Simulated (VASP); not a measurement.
Wanted: the native input for a VASP 6.6.1 run.

```
Task                   : single point
Functional             : LDA
Potentials or basis    : VASP PAW LDA potentials, release 64 (Pb_d, S)
Cutoff                 : 520 eV
k mesh                 : 8 × 8 × 7
Occupations            : fermi-dirac, width 0.05 eV
Spin                   : no spin polarisation
Dipole correction      : no
Further INCAR settings : ALGO = Normal; EDIFF = 1e-07; NBANDS = 17
```

The structure of PbS lies in POSCAR:

```
PbS
1.0
    4.0062110427      0.0000000000      0.0000000000
   -2.0031055213      3.4694805360      0.0000000000
    0.0000000000      0.0000000000      3.7108357707
Pb S
1 1
Direct
    0.0000000000      0.0000000000      0.0000000000
    0.6666666667      0.3333333333      0.5000000000
```

This cell differs from its parent crystal: volume scaled by 0.94.

One way to write it, as run:

INCAR

```
PREC = Accurate
ENCUT = 520
EDIFF = 1E-7
ISMEAR = -1
SIGMA = 0.05
LREAL = False
LASPH = True
NELM = 60
ALGO = Normal
ISIF = 2
LWAVE = False
LCHARG = True
LELF = True
LVHAR = True
NBANDS = 17
```

KPOINTS

```
regular mesh
0
Gamma
  8 8 7
```

Potentials or basis: VASP PAW LDA potentials, release 64 (Pb_d, S).

Command:

```bash
$ cat potpaw_LDA.64/Pb_d/POTCAR potpaw_LDA.64/S/POTCAR > POTCAR
$ mpirun -np 1 vasp_std > vasp.out
```

It gave:

The pressure is -1.4 GPa and the band gap on the k mesh is zero (band 10 reaches 5.66 eV, above the bottom of band 11 at 5.49 eV).

Caveat: spin-orbit coupling is left out, which moves the levels of the heavy elements.

Run time: 14 s on 1 thread of Intel(R) Xeon(R) 6975P-C (Granite Rapids), on a shared host, peak memory 0.16 GiB.
